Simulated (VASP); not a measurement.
Write the native input for VASP 6.6.1 that does the following.

```yaml
Task: single point
Functional: r2SCAN
Potentials_or_basis: VASP PAW PBE potentials, release 64 (Si, O)
Cutoff: 520 eV
k_mesh: 6 × 6 × 4
Occupations: gaussian, width 0.05 eV
Spin: no spin polarisation
Dipole_correction: no
Further_INCAR_settings: ALGO = Normal; EDIFF = 1e-06; NBANDS = 34
```

SiO2:

```
Si O
1.0
     5.05968    0.00000    0.00000
    -2.52984    4.38181    0.00000
     0.00000    0.00000    5.62420
Si O
3 6
Cartesian
  -1.2649 2.1909 1.8747
  1.2649 2.1909 3.7495
  2.5298 0.0000 0.0000
  0.9493 3.4693 4.6868
  2.5298 2.5568 2.8121
  3.4792 0.9125 0.9374
  1.5805 0.9125 4.6868
  0.0000 1.8250 2.8121
  -0.9493 3.4693 0.9374
```

This cell differs from its parent crystal: strain +0.000 along x and y, +0.015 along z.

One way to write it, as run:

POSCAR

```
SiO2
1.0
    5.0596778151      0.0000000000      0.0000000000
   -2.5298389075      4.3818095228      0.0000000000
    0.0000000000      0.0000000000      5.6242018660
Si O
3 6
Direct
    0.0000000000      0.5000000000      0.3333333333
    0.5000000000      0.5000000000      0.6666666667
    0.5000000000      0.0000000000      0.0000000000
    0.5834989535      0.7917494768      0.8333333333
    0.7917494768      0.5834989535      0.5000000000
    0.7917494768      0.2082505232      0.1666666667
    0.4165010465      0.2082505232      0.8333333333
    0.2082505232      0.4165010465      0.5000000000
    0.2082505232      0.7917494768      0.1666666667
```

INCAR.step1

```
PREC     = Accurate       # precision mode
ENCUT    = 520            # plane-wave cutoff, eV
ISMEAR   = 0              # smearing method
SIGMA    = 0.05           # smearing width, eV
LREAL    = F              # projectors in reciprocal space
LASPH    = T              # aspherical terms in the spheres
NELM     = 80             # most SCF steps
NBANDS   = 34             # bands
GGA      = PE             # functional
ALGO     = Normal         # electronic algorithm
EDIFF    = 1E-4           # SCF threshold, eV
LWAVE    = T              # write WAVECAR
LCHARG   = F              # write CHGCAR
```

INCAR.step2

```
PREC     = Accurate       # precision mode
ENCUT    = 520            # plane-wave cutoff, eV
EDIFF    = 1E-6           # SCF threshold, eV
ISMEAR   = 0              # smearing method
SIGMA    = 0.05           # smearing width, eV
LREAL    = F              # projectors in reciprocal space
LASPH    = T              # aspherical terms in the spheres
NELM     = 80             # most SCF steps
ALGO     = Normal         # electronic algorithm
ISIF     = 2              # what is computed and relaxed
LWAVE    = F              # write WAVECAR
LCHARG   = F              # write CHGCAR
METAGGA  = R2SCAN         # meta-GGA
LMIXTAU  = T            
NBANDS   = 34             # bands
ISTART   = 1
```

KPOINTS

```
Automatic mesh
0
Gamma
  6 6 4
```

Potentials or basis: VASP PAW PBE potentials, release 64 (Si, O).

The run is started by

```sh
$ cat potpaw_PBE.64/Si/POTCAR potpaw_PBE.64/O/POTCAR > POTCAR
$ cp INCAR.step1 INCAR
$ mpirun -np 1 vasp_std > vasp.out
$ cp INCAR.step2 INCAR
$ mpirun -np 1 vasp_std > vasp.out
```

It gave:

- Pressure: -2.6 GPa
- Largest force: 0.112 eV/Å
- Band gap on the k mesh: 6.20 eV, indirect (least direct gap 6.36 eV)

Caveat: the cell differs from its parent crystal (strain +0.000 along x and y, +0.015 along z); the PAW data sets were made with another functional, which shifts forces and pressure a little.

Wall time 2.8 min on 1 thread of AMD EPYC 9R45 (Zen 5), on a shared host, peak memory 0.26 GiB.
